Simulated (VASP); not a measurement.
Input of a VASP 6.6.1 run:

INCAR

```
SYSTEM = Ta3Cd
ALGO = Normal ; EDIFF = 1E-6
ENCUT = 520 ; GGA = PE
ISIF = 2 ; ISMEAR = 0
LASPH = .True. ; LCHARG = .False.
LREAL = .False. ; LWAVE = .False.
NBANDS = 55 ; NELM = 100
PREC = Accurate ; SIGMA = 0.1
```

The input KPOINTS:

```
k-points
0
Gamma
  3 3 4
  0 0 0
```

The input POSCAR:

```
Ta3Cd
1.0
    5.5721559682      0.0000000000      0.0000000000
   -2.7860779841      4.8256286223      0.0000000000
    0.0000000000      0.0000000000      5.6842196689
Ta Cd
6 2
Direct
    0.5000000043      0.0000000000      0.0138255035
    0.0000000000      0.5000000043      0.0138255035
    0.4999999957      0.4999999957      0.0138255035
    0.4999999957      0.0000000000      0.5138255035
    0.5000000043      0.5000000043      0.5138255035
    0.0000000000      0.4999999957      0.5138255035
    0.0000000000      0.0000000000      0.2638240079
    0.0000000000      0.0000000000      0.7638240079
```

Potentials or basis: VASP PAW PBE potentials, release 64 (Ta_pv, Cd).

Run with:

```console
$ cat potpaw_PBE.64/Ta_pv/POTCAR potpaw_PBE.64/Cd/POTCAR > POTCAR
$ mpirun -np 1 vasp_std > vasp.out
```

Problem. Predict the pressure.

Solution. 0.4 GPa.

Problem. Estimate the band gap on the k mesh.

Solution. Zero (band 45 reaches 5.81 eV, above the bottom of band 46 at 3.98 eV).

Stress tensor (GPa, compression positive):
```
0.29 0.00 0.00
0.00 0.29 0.00
0.00 0.00 0.59
```

Caveat: the k points lie up to 0.43 Å⁻¹ apart; spin-orbit coupling is left out, which moves the levels of the heavy elements.
